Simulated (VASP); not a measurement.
**Hf: single point with PBEsol**

Crystal: Hf.

```xyz
3
Lattice="4.3993 0.0000 0.0000 -2.1996 3.8099 0.0000 0.0000 0.0000 2.7263" Properties=species:S:1:pos:R:3 pbc="T T T"
Hf    0.0000    0.0000    0.0000
Hf    0.0000    2.5399    1.3631
Hf    2.1996    1.2700    1.3631
```

```yaml
Program: VASP 6.6.1
Task: single point
Functional: PBEsol
Potentials_or_basis: VASP PAW PBE potentials, release 64 (Hf_pv)
Cutoff: 520 eV
k_mesh: 8 × 8 × 11
Occupations: fermi-dirac, width 0.1 eV
Spin: no spin polarisation
Dipole_correction: no
Further_INCAR_settings: ALGO = Normal; EDIFF = 1e-07; NBANDS = 22
```

The pressure is 70.3 GPa. The band gap on the k mesh is zero (band 15 reaches 8.11 eV, above the bottom of band 16 at 6.87 eV).

Stress tensor (GPa, compression positive):
```
70.18  0.00  0.00
 0.00 70.18  0.00
 0.00  0.00 70.68
```

Levels at points of the mesh, in eV from the Fermi level:
```tsv
k point	band 13	band 14	band 15	band 16	band 17	band 18
(0.00, 0.00, 0.00)	-0.28	-0.28	-0.15	-0.15	1.27	2.69
(0.50, 0.00, 0.00)	-1.20	-1.10	-0.74	-0.15	1.17	1.75
```

It took 26 s on 1 thread of Intel Xeon 6975P-C (shared host), peak memory 0.19 GiB.

Caveat: the PAW data sets were made with another functional, which shifts forces and pressure a little; spin-orbit coupling is left out, which moves the levels of the heavy elements.
